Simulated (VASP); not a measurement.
# AgCl (Fmm2) in VASP: further runs

Runs on AgCl. Level: PBE. Tasks: single point.

Everything below comes from runs of VASP 6.6.1. Logs are shortened: lines on timing, memory, paths and dates and some standing lists are left out, and cuts for length are marked.

## 1. The cell of the first run

Symmetry: Fmm2, No. 42, orthorhombic system. Conventional cell: a = 5.388 Å, b = 5.612 Å, c = 5.388 Å, α = 90.00°, β = 90.00°, γ = 90.00°. Within 2.9 Å of Ag (site symmetry mm2) lie 5 Cl at 2.20 to 2.85 Å. Within 2.9 Å of Cl (site symmetry mm2) lie 5 Ag at 2.20 to 2.85 Å.

## 2. Single point, PBE

The input, INCAR:

```
SYSTEM = AgCl
PREC = Accurate ; ENCUT = 520
EDIFF = 1E-6 ; ISMEAR = 0
SIGMA = 0.05 ; LREAL = .False.
LASPH = .True. ; NELM = 100
ALGO = Normal ; ISIF = 2
LWAVE = .False. ; LCHARG = .False.
GGA = PE ; NBANDS = 16
```

The input, KPOINTS:

```
regular mesh
0
Gamma
  8 8 8
  0 0 0
```

The input, POSCAR:

```
AgCl
1.0
    0.0000000000      2.6937819368      2.8060228508
    2.6937819368      0.0000000000      2.8060228508
    2.6937819368      2.6937819368      0.0000000000
Ag Cl
1 1
Direct
    0.4775480680      0.5224519320      0.5224519320
    0.0683173339     -0.0683173339     -0.0683173339
```

Potentials or basis: VASP PAW PBE potentials, release 64 (Ag, Cl).

Run with:

```bash
$ cat potpaw_PBE.64/Ag/POTCAR potpaw_PBE.64/Cl/POTCAR > POTCAR
$ mpirun -np 1 vasp_std > vasp.out
```

OUTCAR:

```text
SYSTEM = AgCl
   PREC = Accurate
   ENCUT = 520
   EDIFF = 1E-6
   ISMEAR = 0
   LREAL = .False.
   LASPH = .True.
   NELM = 100
   ISIF = 2
   GGA = PE

 ion  position               nearest neighbor table
   1  0.478  0.522  0.522-   2 2.20   2 2.74   2 2.74   2 2.85   2 2.85
   2  0.068  0.932  0.932-   1 2.20   1 2.74   1 2.74   1 2.85   1 2.85

  LATTYP: Found a body centered tetragonal cell.
 ALAT       =     3.8095829491
 C/A-ratio  =     1.4731391275

  Lattice vectors:

 A1 = (  -2.6937819368,   0.0000000000,   2.8060228508)
 A2 = (   2.6937819368,   0.0000000000,   2.8060228508)
 A3 = (   0.0000000000,   2.6937819368,  -2.8060228508)

Analysis of symmetry for initial positions (statically):
=====================================================================
 Subroutine PRICEL returns:
 Original cell was already a primitive cell.

 Routine SETGRP: Setting up the symmetry group for a
 body centered tetragonal supercell.

 Subroutine GETGRP returns: Found  4 space group operations
 (whereof  4 operations were pure point group operations)
 out of a pool of 16 trial point group operations.

The static configuration has the point symmetry C_2v.

Analysis of symmetry for dynamics (positions and initial velocities):
=====================================================================
 Subroutine PRICEL returns:
 Original cell was already a primitive cell.

 Routine SETGRP: Setting up the symmetry group for a
 body centered tetragonal supercell.

 Subroutine GETGRP returns: Found  4 space group operations
 (whereof  4 operations were pure point group operations)
 out of a pool of 16 trial point group operations.

The dynamic configuration has the point symmetry C_2v.

 Subroutine INISYM returns: Found  4 space group operations
 (whereof  4 operations are pure point group operations),
 and found     1 'primitive' translations

----------------------------------------------------------------------------------------

                                     Primitive cell

  volume of cell :      40.7236

  direct lattice vectors                    reciprocal lattice vectors
     0.000000000  2.693781937  2.806022851    -0.185612649  0.185612649  0.178188143
     2.693781937  0.000000000  2.806022851     0.185612649 -0.185612649  0.178188143
     2.693781937  2.693781937  0.000000000     0.185612649  0.185612649 -0.178188143

  length of vectors
     3.889759037  3.889759037  3.809582949     0.317261918  0.317261918  0.317261918

  position of ions in fractional coordinates (direct lattice)
     0.477548068  0.522451932  0.522451932
     0.068317334  0.931682666  0.931682666

  ion indices of the primitive-cell ions
   primitive index   ion index
                 1           1
                 2           2

----------------------------------------------------------------------------------------

 KPOINTS: regular mesh

Automatic generation of k-mesh.
 Grid dimensions read from file:
 generate k-points for:    8    8    8

 Generating k-lattice:

  Cartesian coordinates                     Fractional coordinates (reciprocal lattice)
    -0.023201581  0.023201581  0.022273518     0.125000000  0.000000000  0.000000000
     0.023201581 -0.023201581  0.022273518     0.000000000  0.125000000  0.000000000
     0.023201581  0.023201581 -0.022273518     0.000000000  0.000000000  0.125000000

  Length of vectors
     0.039657740  0.039657740  0.039657740

  Shift w.r.t. Gamma in fractional coordinates (k-lattice)
     0.000000000  0.000000000  0.000000000

 Subroutine IBZKPT returns following result:
 ===========================================

 Found     95 irreducible k-points:

 Following reciprocal coordinates:
            Coordinates               Weight
  0.000000  0.000000  0.000000      1.000000
  0.125000 -0.000000  0.000000      8.000000
  0.250000 -0.000000  0.000000      8.000000
  0.375000 -0.000000  0.000000      8.000000
  0.500000 -0.000000  0.000000      4.000000
  0.125000  0.125000  0.000000      2.000000
[... 16 lines left out ...]
  0.000000 -0.125000 -0.125000      2.000000
  0.250000 -0.000000  0.125000      8.000000
 [... further k-points ...]
   k-points           NKPTS =     95   k-points in BZ     NKDIM =     95   number of bands    NBANDS=     16
   number of dos      NEDOS =    301   number of ions     NIONS =      2
   total plane-waves  NPLWV =  25200
   dimension x,y,z NGX =    30 NGY =   30 NGZ =   28
   dimension x,y,z NGXF=    60 NGYF=   60 NGZF=   56
   ions per type =               1   1
   NGX,Y,Z   is equivalent  to a cutoff of  12.82, 12.82, 12.22 a.u.
   NGXF,Y,Z  is equivalent  to a cutoff of  25.64, 25.64, 24.44 a.u.
 SYSTEM =  AgCl
   PREC   = accura    normal or accurate (medium, high low for compatibility)
   ISTART =      0    job   : 0-new  1-cont  2-samecut
   ICHARG =      2    charge: 1-file 2-atom 10-const
   ISPIN  =      1    spin polarized calculation?
   LNONCOLLINEAR =      F non collinear calculations
   LSORBIT =      F    spin-orbit coupling
   LASPH  =      T    aspherical Exc in radial PAW
   ENCUT  =  520.0 eV  38.22 Ry    6.18 a.u.   7.23  7.23  7.08*2*pi/ulx,y,z
   NELM   =    100;   NELMIN=  2; NELMDL= -5     # of ELM steps
   EDIFF  = 0.1E-05   stopping-criterion for ELM
   LREAL  =      F    real-space projection
   EDIFFG = 0.1E-04   stopping-criterion for IOM
   NSW    =      0    number of steps for IOM
   IBRION =     -1    ionic relax: 0-MD 1-quasi-New 2-CG
   NFREE  =      0    steps in history (QN), initial steepest desc. (CG)
   ISIF   =      2    stress and relaxation
   ISYM   =      2    0-nonsym 1-usesym 2-fastsym
   POTIM  = 0.5000    time-step for ionic-motion
   TEBEG  =    0.0;   TEEND  =   0.0 temperature during run
   PSTRESS=    0.0 pullay stress
   NELECT =      18.0000    total number of electrons
   NUPDOWN=      -1.0000    fix difference up-down
   EMIN   =  10.00;   EMAX   =-10.00  energy-range for DOS
   EFERMI =   0.00;   METHOD = LEGACY
   ISMEAR =     0;   SIGMA  =   0.05  broadening in eV -4-tet -1-fermi 0-gaus
   EFERMI_NEDOS =   21; number of points for ismear=-14 and -15
   IALGO  =     38    algorithm
   IMIX   =      4    mixing-type and parameters
     AMIX     =   0.40;   BMIX     =  1.00
     AMIX_MAG =   1.60;   BMIX_MAG =  1.00
  volume/ion in A,a.u.               =      20.36       137.41
  Fermi-wavevector in a.u.,A,eV,Ry     =   1.247049  2.356582 21.158857  1.555132
  Thomas-Fermi vector in A             =   2.381199
   LORBIT       =      0    0 simple, 1 ext, 2 COOP (PROOUT), +10 PAW based schemes
   GGA     = PE    functional components
   LHFCALC =     F    Hartree Fock is set to
   AEXX    =    0.0000 exact exchange contribution
   IVDW    =     0    specifies the selected vdW correction
   LEPSILON=     F    determine dielectric tensor
   LRPA    =     F    only Hartree local field effects (RPA)
 non-spin polarized calculation
 Gauss-broadening in eV      SIGMA  =   0.05
  energy-cutoff  :      520.00
  volume of cell :       40.72
 maximum number of plane-waves:      1114
 NGX is ok and might be reduce to    30
   NGX = 15   NGY = 15   NGZ = 15

 number of electron      18.0000000 magnetization

 Free energy of the ion-electron system (eV)
  ---------------------------------------------------
  ext. energy  EPLUGINS =         0.00000000
  ---------------------------------------------------
  free energy    TOTEN  =        -4.91433317 eV

  energy without entropy =       -4.91433317  energy(sigma->0) =       -4.91433317

 E-fermi :   4.6508     XC(G=0): -10.1609

 val. band max:        4.3575912962   @ k =  -0.2500   0.1250   0.0000
 cond. band min:       5.5017183533   @ k =   0.0000   0.0000   0.0000
 fundamental gap:      1.1441270572
 Fermi energy:         4.6508251297

 k-point     1 :       0.0000    0.0000    0.0000
  band No.  band energies     occupation
      1     -11.2433      2.00000
      2      -0.3161      2.00000
      3       0.4472      2.00000
      4       0.6613      2.00000
      5       1.7537      2.00000
      6       1.7622      2.00000
[... 8 lines left out ...]
     15      17.5888      0.00000
     16      17.9228      0.00000

 k-point     2 :       0.1250   -0.0000    0.0000
  band No.  band energies     occupation
      1     -11.1806      2.00000
      2      -0.4791      2.00000
      3       0.3809      2.00000
      4       0.5533      2.00000
      5       1.7069      2.00000
      6       1.7543      2.00000
[... 8 lines left out ...]
     15      16.8719      0.00000
     16      17.8433      0.00000

 k-point     3 :       0.2500   -0.0000    0.0000
  band No.  band energies     occupation
      1     -11.0232      2.00000
      2      -0.8536      2.00000
      3       0.0723      2.00000
      4       0.2701      2.00000
      5       1.7427      2.00000
      6       1.7813      2.00000
[... 8 lines left out ...]
     15      16.9505      0.00000
     16      17.5433      0.00000

 k-point     4 :       0.3750   -0.0000    0.0000
  band No.  band energies     occupation
      1     -10.8564      2.00000
      2      -1.2436      2.00000
      3      -0.3203      2.00000
      4       0.0345      2.00000
      5       1.8861      2.00000
      6       1.8935      2.00000
[... 8 lines left out ...]
     15      17.7166      0.00000
     16      18.0224      0.00000
[... 324 lines left out ...]
 k-point    22 :       0.1250    0.0000    0.1250
  band No.  band energies     occupation
      1     -11.1595      2.00000
      2      -0.4461      2.00000
      3       0.3360      2.00000
      4       0.5210      2.00000
      5       1.6075      2.00000
      6       1.7779      2.00000
[... 8 lines left out ...]
     15      17.7051      0.00000
     16      18.9497      0.00000

 k-point    23 :       0.0000   -0.1250   -0.1250
  band No.  band energies     occupation
      1     -11.1542      2.00000
      2      -0.7027      2.00000
      3       0.4388      2.00000
      4       0.6349      2.00000
      5       1.6935      2.00000
      6       1.7984      2.00000
[... 8 lines left out ...]
     15      18.0053      0.00000
     16      18.9526      0.00000

 k-point    24 :       0.2500   -0.0000    0.1250
  band No.  band energies     occupation
      1     -11.0374      2.00000
      2      -0.6672      2.00000
      3       0.0702      2.00000
      4       0.3505      2.00000
      5       1.6426      2.00000
      6       1.7702      2.00000
[... 8 lines left out ...]
     15      17.7759      0.00000
     16      18.5587      0.00000

 [... further k-points ...]
[... 5 lines left out ...]
  --------------------------------------------------------------------------------------
  -------------------------------------------------------------------------------------
  Total        6.7368343      1.2011131      0.8054280      0.0000000      0.0000000      0.0000000
  in kB      265.0454624     47.2550712     31.6877359      0.0000000      0.0000000      0.0000000
  external PRESSURE =     114.6627565 kB  Pullay stress =       0.0000000 kB

 VOLUME and BASIS-vectors are now :
 -----------------------------------------------------------------------------
  energy-cutoff  :      520.00
  volume of cell :       40.72
      direct lattice vectors                 reciprocal lattice vectors
     0.000000000  2.693781937  2.806022851    -0.185612649  0.185612649  0.178188143
     2.693781937  0.000000000  2.806022851     0.185612649 -0.185612649  0.178188143
     2.693781937  2.693781937  0.000000000     0.185612649  0.185612649 -0.178188143

 POSITION                                       TOTAL-FORCE (eV/Angst)
 -----------------------------------------------------------------------------------
      2.81474      2.69378      2.80602        -2.678668      0.000000      0.000000
      5.01950      2.69378      2.80602         2.678668      0.000000      0.000000
 -----------------------------------------------------------------------------------
    total drift:                               -0.000707      0.000027     -0.000004

  FREE ENERGIE OF THE ION-ELECTRON SYSTEM (eV)
  ---------------------------------------------------
  free  energy   TOTEN  =        -4.9143331671 eV

  energy  without entropy=       -4.9143331671  energy(sigma->0) =       -4.91433317
```

It took 79 s on 1 thread of AMD EPYC 7R43 (Zen 3), shared host; peak memory 0.17 GiB.

Results:

```yaml
Free_energy: -4.9143 eV
Pressure: 11.5 GPa
Largest_force: 2.679 eV/Å
Band_gap_on_the_k_mesh: 1.14 eV, indirect (least direct gap 1.82 eV)
```

Forces in eV/Å, atoms in the order of the input:
```
Ag  -2.679  0.000  0.000
Cl   2.679  0.000  0.000
```

Caveat: forces of over 1 eV/Å act on the atoms, so gaps and moduli don't describe the material at rest. A k mesh can miss the band edges.

## 3. Single point, PBE

The input, INCAR:

```
ALGO     = Normal         # electronic algorithm
EDIFF    = 1E-7           # SCF threshold, eV
ENCUT    = 520            # plane-wave cutoff, eV
GGA      = PE             # functional
ISIF     = 2              # what is computed and relaxed
ISMEAR   = 0              # smearing method
LASPH    = True           # aspherical terms in the spheres
LCHARG   = True           # write CHGCAR
LELF     = True           # ELF
LREAL    = False          # projectors in reciprocal space
LVHAR    = True         
LWAVE    = False          # write WAVECAR
NBANDS   = 16             # bands
NELM     = 100            # most SCF steps
PREC     = Accurate       # precision mode
SIGMA    = 0.05           # smearing width, eV
```

The input, KPOINTS:

```
k-points
0
Gamma
  8 8 8
```

The input, POSCAR:

```
AgCl
1.0
    0.0000000000      2.6937819368      2.8060228508
    2.6937819368      0.0000000000      2.8060228508
    2.6937819368      2.6937819368      0.0000000000
Ag Cl
1 1
Direct
    0.4850320454      0.5149679546      0.5149679546
    0.0455448893     -0.0455448893     -0.0455448893
```

Potentials or basis: VASP PAW PBE potentials, release 64 (Ag, Cl).

Run with:

```bash
$ cat potpaw_PBE.64/Ag/POTCAR potpaw_PBE.64/Cl/POTCAR > POTCAR
$ mpirun -np 1 vasp_std > vasp.out
```

Run time: 85 s. Hardware: 1 thread of AMD EPYC 7R43 (Zen 3), shared host; peak memory 0.17 GiB.

It converged, with:

- Free energy: -5.2089 eV
- Pressure: 7.0 GPa
- Largest force: 1.127 eV/Å
- Band gap on the k mesh: 0.95 eV, indirect (least direct gap 2.25 eV)

Forces on the atoms (eV/Å):
```
Ag  -1.127  0.000  0.000
Cl   1.127  0.000  0.000
```

Stress tensor (GPa, compression positive):
```
13.14  0.00  0.00
 0.00  4.74  0.00
 0.00  0.00  3.15
```

Levels at points of the mesh, in eV from the valence-band top:
| k point | band 7 | band 8 | band 9 | band 10 | band 11 | band 12 |
| --- | --- | --- | --- | --- | --- | --- |
| (0.00, 0.00, 0.00) | -1.81 | -1.80 | -1.30 | 0.95 | 10.36 | 10.44 |
| (0.50, 0.00, 0.00) | -1.94 | -0.28 | 0.00 | 4.27 | 6.67 | 7.51 |
| (0.50, 0.50, 0.00) | -2.15 | -2.06 | -1.81 | 2.42 | 7.70 | 8.51 |
| (0.50, 0.00, 0.50) | -2.17 | -2.03 | -1.93 | 2.36 | 7.43 | 8.92 |
| (0.00, 0.50, 0.50) | -2.20 | -2.19 | -2.10 | 2.38 | 7.85 | 9.28 |

Caveat: forces of over 1 eV/Å act on the atoms, so gaps and moduli don't describe the material at rest.

## 4. Single point, PBE

This run uses another cell than the first one, of 20.93 Å³/atom, 1.028 times its volume.

The input, INCAR:

```
SYSTEM = AgCl
ALGO     = Normal         ! electronic algorithm
EDIFF    = 1E-7           ! SCF threshold, eV
ENCUT    = 520            ! plane-wave cutoff, eV
GGA      = PE             ! functional
ISIF     = 2              ! what is computed and relaxed
ISMEAR   = 0              ! smearing method
LASPH    = .TRUE.         ! aspherical terms in the spheres
LCHARG   = .TRUE.         ! write CHGCAR
LELF     = .TRUE.         ! ELF
LREAL    = .FALSE.        ! projectors in reciprocal space
LVHAR    = .TRUE.       
LWAVE    = .FALSE.        ! write WAVECAR
NBANDS   = 16             ! bands
NELM     = 60             ! most SCF steps
PREC     = Accurate       ! precision mode
SIGMA    = 0.05           ! smearing width, eV
```

The input, KPOINTS:

```
k-points
0
G
  8 8 8
  0 0 0
```

The input, POSCAR:

```
AgCl
1.0
    0.0000000000      2.7311020407      2.8060228508
    2.7311020407      0.0000000000      2.8060228508
    2.7311020407      2.7311020407      0.0000000000
Ag Cl
1 1
Direct
    0.4925160227      0.5074839773      0.5074839773
    0.0227724446     -0.0227724446     -0.0227724446
```

Run with:

```bash
$ cat potpaw_PBE.64/Ag/POTCAR potpaw_PBE.64/Cl/POTCAR > POTCAR
$ mpirun -np 1 vasp_std > vasp.out
```

Run time: 86 s. Hardware: 1 thread of AMD EPYC 7R43 (Zen 3), shared host; peak memory 0.17 GiB.

Results (log left out):

* Free energy: -5.3588 eV
* Pressure: 3.1 GPa
* Largest force: 0.309 eV/Å
* Band gap on the k mesh: 0.86 eV, indirect (least direct gap 2.73 eV)

Forces on the atoms (eV/Å):
```
Ag  -0.309  0.000  0.000
Cl   0.309  0.000  0.000
```

Stress tensor (GPa, compression positive):
```
4.44 0.00 0.00
0.00 2.81 0.00
0.00 0.00 1.99
```

Levels at points of the mesh, in eV from the valence-band top:
```csv
k point,band 5,band 6,band 7,band 8,band 9,band 10,band 11,band 12,band 13,band 14
"(0.00, 0.00, 0.00)",-2.56,-2.53,-2.16,-2.12,-1.87,0.86,10.63,10.69,10.70,12.43
"(0.50, 0.00, 0.00)",-2.22,-2.20,-1.88,-0.18,0.00,4.17,6.56,7.49,7.80,13.52
"(0.50, 0.50, 0.00)",-2.61,-2.15,-2.09,-2.07,-1.99,2.34,7.93,8.46,11.79,11.81
"(0.50, 0.00, 0.50)",-2.60,-2.16,-2.09,-2.08,-1.97,2.31,7.77,8.73,11.38,11.82
"(0.00, 0.50, 0.50)",-2.91,-2.32,-2.10,-2.08,-1.99,2.31,7.88,8.82,11.28,11.71
```
